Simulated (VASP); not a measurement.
# Ti (P6_3/mmc) in VASP: further runs

The runs below take Ti through single point, relaxation of cell and atoms, with LDA.

Program: VASP 6.6.1. These are calculated values, not measurements. Logs are shortened: lines on timing, memory, paths and dates and some standing lists are left out, and cuts for length are marked.

## 1. The cell of the first run

The structure is hexagonal, space group P6_3/mmc (No. 194). Conventional cell: a = 2.863 Å, b = 2.863 Å, c = 4.534 Å, α = 90.00°, β = 90.00°, γ = 120.00°. Within 3.7 Å of Ti (site symmetry -6m2) lie 12 Ti at 2.81 to 2.86 Å.

## 2. Single point, LDA

File INCAR:

```
SYSTEM = Ti
ALGO = Normal
EDIFF = 1E-6
ENCUT = 500
GGA = CA
GGA_COMPAT = .False.
ISIF = 2
ISMEAR = 0
LASPH = .True.
LCHARG = .False.
LREAL = .False.
LWAVE = .False.
NBANDS = 19
NELM = 120
PREC = Accurate
SIGMA = 0.05
```

File KPOINTS:

```
k-points
0
Gamma
  16 16 10
  0 0 0
```

File POSCAR:

```
Ti
1.0
    2.8629259344      0.0000000000      0.0000000000
   -1.4314629672      2.4793665884      0.0000000000
    0.0000000000      0.0000000000      4.5342644839
Ti
2
Direct
    0.3333333333      0.6666666667      0.7500000000
    0.6666666667      0.3333333333      0.2500000000
```

Potentials or basis: VASP PAW LDA potentials, release 64 (Ti_sv).

Command:

```
$ cat potpaw_LDA.64/Ti_sv/POTCAR > POTCAR
$ mpirun -np 1 vasp_std > vasp.out
```

OUTCAR:

```text
SYSTEM = Ti
   EDIFF = 1E-6
   ENCUT = 500
   GGA = CA
   ISIF = 2
   ISMEAR = 0
   LASPH = .True.
   LREAL = .False.
   NELM = 120
   PREC = Accurate

 ion  position               nearest neighbor table
   1  0.333  0.667  0.750-   2 2.81   2 2.81   2 2.81   2 2.81   2 2.81   2 2.81
   2  0.667  0.333  0.250-   1 2.81   1 2.81   1 2.81   1 2.81   1 2.81   1 2.81

  LATTYP: Found a hexagonal cell.
 ALAT       =     2.8629259344
 C/A-ratio  =     1.5837868627

  Lattice vectors:

 A1 = (   2.8629259344,   0.0000000000,   0.0000000000)
 A2 = (  -1.4314629672,   2.4793665884,   0.0000000000)
 A3 = (   0.0000000000,   0.0000000000,   4.5342644839)

Analysis of symmetry for initial positions (statically):
=====================================================================
 Subroutine PRICEL returns:
 Original cell was already a primitive cell.

 Routine SETGRP: Setting up the symmetry group for a
 hexagonal supercell.

 Subroutine GETGRP returns: Found 24 space group operations
 (whereof 12 operations were pure point group operations)
 out of a pool of 24 trial point group operations.

The static configuration has the point symmetry D_3d.
 The point group associated with its full space group is D_6h.

Analysis of symmetry for dynamics (positions and initial velocities):
=====================================================================
 Subroutine PRICEL returns:
 Original cell was already a primitive cell.

 Routine SETGRP: Setting up the symmetry group for a
 hexagonal supercell.

 Subroutine GETGRP returns: Found 24 space group operations
 (whereof 12 operations were pure point group operations)
 out of a pool of 24 trial point group operations.

The dynamic configuration has the point symmetry D_3d.
 The point group associated with its full space group is D_6h.

 Subroutine INISYM returns: Found 24 space group operations
 (whereof 12 operations are pure point group operations),
 and found     1 'primitive' translations

----------------------------------------------------------------------------------------

                                     Primitive cell

  volume of cell :      32.1853

  direct lattice vectors                    reciprocal lattice vectors
     2.862925934  0.000000000  0.000000000     0.349293004  0.201664410  0.000000000
    -1.431462967  2.479366588  0.000000000     0.000000000  0.403328820  0.000000000
     0.000000000  0.000000000  4.534264484     0.000000000  0.000000000  0.220542936

  length of vectors
     2.862925934  2.862925934  4.534264484     0.403328820  0.403328820  0.220542936

  position of ions in fractional coordinates (direct lattice)
     0.333333333  0.666666667  0.750000000
     0.666666667  0.333333333  0.250000000

  ion indices of the primitive-cell ions
   primitive index   ion index
                 1           1
                 2           2

----------------------------------------------------------------------------------------

 KPOINTS: k-points

Automatic generation of k-mesh.
 Grid dimensions read from file:
 generate k-points for:   16   16   10

 Generating k-lattice:

  Cartesian coordinates                     Fractional coordinates (reciprocal lattice)
     0.021830813  0.012604026  0.000000000     0.062500000 -0.000000000  0.000000000
     0.000000000  0.025208051  0.000000000     0.000000000  0.062500000  0.000000000
     0.000000000  0.000000000  0.022054294     0.000000000  0.000000000  0.100000000

  Length of vectors
     0.025208051  0.025208051  0.022054294

  Shift w.r.t. Gamma in fractional coordinates (k-lattice)
     0.000000000  0.000000000  0.000000000

 Subroutine IBZKPT returns following result:
 ===========================================

 Found    180 irreducible k-points:

 Following reciprocal coordinates:
            Coordinates               Weight
  0.000000  0.000000  0.000000      1.000000
  0.062500 -0.000000  0.000000      6.000000
  0.125000 -0.000000  0.000000      6.000000
  0.187500  0.000000  0.000000      6.000000
  0.250000 -0.000000  0.000000      6.000000
  0.312500  0.000000  0.000000      6.000000
[... 16 lines left out ...]
  0.187500  0.187500  0.000000      6.000000
  0.250000  0.187500  0.000000     12.000000
 [... further k-points ...]
   k-points           NKPTS =    180   k-points in BZ     NKDIM =    180   number of bands    NBANDS=     19
   number of dos      NEDOS =    301   number of ions     NIONS =      2
   total plane-waves  NPLWV =  20736
   dimension x,y,z NGX =    24 NGY =   24 NGZ =   36
   dimension x,y,z NGXF=    48 NGYF=   48 NGZF=   72
   ions per type =               2
   NGX,Y,Z   is equivalent  to a cutoff of  13.94, 13.94, 13.20 a.u.
   NGXF,Y,Z  is equivalent  to a cutoff of  27.87, 27.87, 26.40 a.u.
 SYSTEM =  Ti
   PREC   = accura    normal or accurate (medium, high low for compatibility)
   ISTART =      0    job   : 0-new  1-cont  2-samecut
   ICHARG =      2    charge: 1-file 2-atom 10-const
   ISPIN  =      1    spin polarized calculation?
   LNONCOLLINEAR =      F non collinear calculations
   LSORBIT =      F    spin-orbit coupling
   LASPH  =      T    aspherical Exc in radial PAW
   ENCUT  =  500.0 eV  36.75 Ry    6.06 a.u.   5.22  5.22  8.27*2*pi/ulx,y,z
   NELM   =    120;   NELMIN=  2; NELMDL= -5     # of ELM steps
   EDIFF  = 0.1E-05   stopping-criterion for ELM
   LREAL  =      F    real-space projection
   EDIFFG = 0.1E-04   stopping-criterion for IOM
   NSW    =      0    number of steps for IOM
   IBRION =     -1    ionic relax: 0-MD 1-quasi-New 2-CG
   NFREE  =      0    steps in history (QN), initial steepest desc. (CG)
   ISIF   =      2    stress and relaxation
   ISYM   =      2    0-nonsym 1-usesym 2-fastsym
   POTIM  = 0.5000    time-step for ionic-motion
   TEBEG  =    0.0;   TEEND  =   0.0 temperature during run
   PSTRESS=    0.0 pullay stress
   NELECT =      24.0000    total number of electrons
   NUPDOWN=      -1.0000    fix difference up-down
   EMIN   =  10.00;   EMAX   =-10.00  energy-range for DOS
   EFERMI =   0.00;   METHOD = LEGACY
   ISMEAR =     0;   SIGMA  =   0.05  broadening in eV -4-tet -1-fermi 0-gaus
   EFERMI_NEDOS =   21; number of points for ismear=-14 and -15
   IALGO  =     38    algorithm
   IMIX   =      4    mixing-type and parameters
     AMIX     =   0.40;   BMIX     =  1.00
     AMIX_MAG =   1.60;   BMIX_MAG =  1.00
  volume/ion in A,a.u.               =      16.09       108.60
  Fermi-wavevector in a.u.,A,eV,Ry     =   1.484543  2.805379 29.985429  2.203867
  Thomas-Fermi vector in A             =   2.598066
   LORBIT       =      0    0 simple, 1 ext, 2 COOP (PROOUT), +10 PAW based schemes
   GGA     = CA    functional components
   LHFCALC =     F    Hartree Fock is set to
   AEXX    =    0.0000 exact exchange contribution
   IVDW    =     0    specifies the selected vdW correction
   LEPSILON=     F    determine dielectric tensor
   LRPA    =     F    only Hartree local field effects (RPA)
 non-spin polarized calculation
 Gauss-broadening in eV      SIGMA  =   0.05
  energy-cutoff  :      500.00
  volume of cell :       32.19
 maximum number of plane-waves:       840
 NGX is ok and might be reduce to    24
   NGX = 11   NGY = 11   NGZ = 17

 number of electron      24.0000004 magnetization

 Free energy of the ion-electron system (eV)
  ---------------------------------------------------
  ext. energy  EPLUGINS =         0.00000000
  ---------------------------------------------------
  free energy    TOTEN  =       -17.10181434 eV

  energy without entropy =      -17.09988460  energy(sigma->0) =      -17.10084947

 E-fermi :   8.9377     XC(G=0): -12.1543

 val. band max:        8.9111861404   @ k =   0.0625  -0.0000   0.5000
 cond. band min:       8.9444196556   @ k =   0.0000   0.0000   0.4000
 fundamental gap:      0.0332335152
 Fermi energy:         8.9376877634

 k-point     1 :       0.0000    0.0000    0.0000
  band No.  band energies     occupation
      1     -47.1249      2.00000
      2     -46.9286      2.00000
      3     -24.2040      2.00000
      4     -23.3647      2.00000
      5     -23.3647      2.00000
      6     -23.2710      2.00000
[... 11 lines left out ...]
     18      10.6358      0.00000
     19      12.3466      0.00000

 k-point     2 :       0.0625   -0.0000    0.0000
  band No.  band energies     occupation
      1     -47.1194      2.00000
      2     -46.9264      2.00000
      3     -24.1926      2.00000
      4     -23.3882      2.00000
      5     -23.3726      2.00000
      6     -23.2758      2.00000
[... 11 lines left out ...]
     18      10.5663      0.00000
     19      12.3850      0.00000

 k-point     3 :       0.1250   -0.0000    0.0000
  band No.  band energies     occupation
      1     -47.1034      2.00000
      2     -46.9203      2.00000
      3     -24.1595      2.00000
      4     -23.4557      2.00000
      5     -23.3945      2.00000
      6     -23.3279      2.00000
[... 11 lines left out ...]
     18      10.5657      0.00000
     19      12.4774      0.00000

 k-point     4 :       0.1875    0.0000    0.0000
  band No.  band energies     occupation
      1     -47.0789      2.00000
      2     -46.9116      2.00000
      3     -24.1072      2.00000
      4     -23.5571      2.00000
      5     -23.4285      2.00000
      6     -23.4263      2.00000
[... 11 lines left out ...]
     18      10.9176      0.00000
     19      12.5833      0.00000

 k-point     5 :       0.2500   -0.0000    0.0000
  band No.  band energies     occupation
      1     -47.0488      2.00000
      2     -46.9024      2.00000
      3     -24.0401      2.00000
      4     -23.6776      2.00000
      5     -23.5435      2.00000
      6     -23.4625      2.00000
[... 11 lines left out ...]
     18      11.3620      0.00000
     19      12.6762      0.00000
[... 334 lines left out ...]
      2     -46.8917      2.00000
      3     -23.9445      2.00000
      4     -23.8010      2.00000
      5     -23.7906      2.00000
      6     -23.5903      2.00000
[... 11 lines left out ...]
     18      12.7028      0.00000
     19      13.6008      0.00000

 k-point    22 :       0.4375    0.1250    0.0000
  band No.  band energies     occupation
      1     -46.9473      2.00000
      2     -46.8932      2.00000
      3     -23.9663      2.00000
      4     -23.8034      2.00000
      5     -23.7734      2.00000
      6     -23.6023      2.00000
[... 11 lines left out ...]
     18      12.7072      0.00000
     19      14.0270      0.00000

 k-point    23 :       0.1875    0.1875    0.0000
  band No.  band energies     occupation
      1     -47.0091      2.00000
      2     -46.8936      2.00000
      3     -23.9457      2.00000
      4     -23.7349      2.00000
      5     -23.7256      2.00000
      6     -23.4919      2.00000
[... 11 lines left out ...]
     18      12.3670      0.00000
     19      12.6233      0.00000

 k-point    24 :       0.2500    0.1875    0.0000
  band No.  band energies     occupation
      1     -46.9810      2.00000
      2     -46.8906      2.00000
      3     -23.8729      2.00000
      4     -23.8257      2.00000
      5     -23.7613      2.00000
      6     -23.5485      2.00000
[... 11 lines left out ...]
     18      12.6200      0.00000
     19      12.9978      0.00000

 [... further k-points ...]
[... 5 lines left out ...]
  --------------------------------------------------------------------------------------
  -------------------------------------------------------------------------------------
  Total       -0.0309553     -0.0309553     -0.0315699      0.0000000      0.0000000      0.0000000
  in kB       -1.5409459     -1.5409459     -1.5715413      0.0000000      0.0000000      0.0000000
  external PRESSURE =      -1.5511444 kB  Pullay stress =       0.0000000 kB

 VOLUME and BASIS-vectors are now :
 -----------------------------------------------------------------------------
  energy-cutoff  :      500.00
  volume of cell :       32.19
      direct lattice vectors                 reciprocal lattice vectors
     2.862925934  0.000000000  0.000000000     0.349293004  0.201664410  0.000000000
    -1.431462967  2.479366588  0.000000000     0.000000000  0.403328820  0.000000000
     0.000000000  0.000000000  4.534264484     0.000000000  0.000000000  0.220542936

 POSITION                                       TOTAL-FORCE (eV/Angst)
 -----------------------------------------------------------------------------------
     -0.00000      1.65291      3.40070         0.000000     -0.000000      0.000000
      1.43146      0.82646      1.13357        -0.000000      0.000000      0.000000
 -----------------------------------------------------------------------------------
    total drift:                               -0.000000      0.000000     -0.000000

  FREE ENERGIE OF THE ION-ELECTRON SYSTEM (eV)
  ---------------------------------------------------
  free  energy   TOTEN  =       -17.1018143418 eV

  energy  without entropy=      -17.0998846002  energy(sigma->0) =      -17.10084947
```

Run time: 2.2 min. Hardware: 1 thread of Intel Xeon 8259CL, shared host; peak memory 0.2 GiB.

What came out:

```yaml
Free_energy: -17.1018 eV
Pressure: -0.2 GPa
Band_gap_on_the_k_mesh: zero (bands 12 and 13 overlap by 1.10 eV)
```

(Part 1 of 2 ends here.)
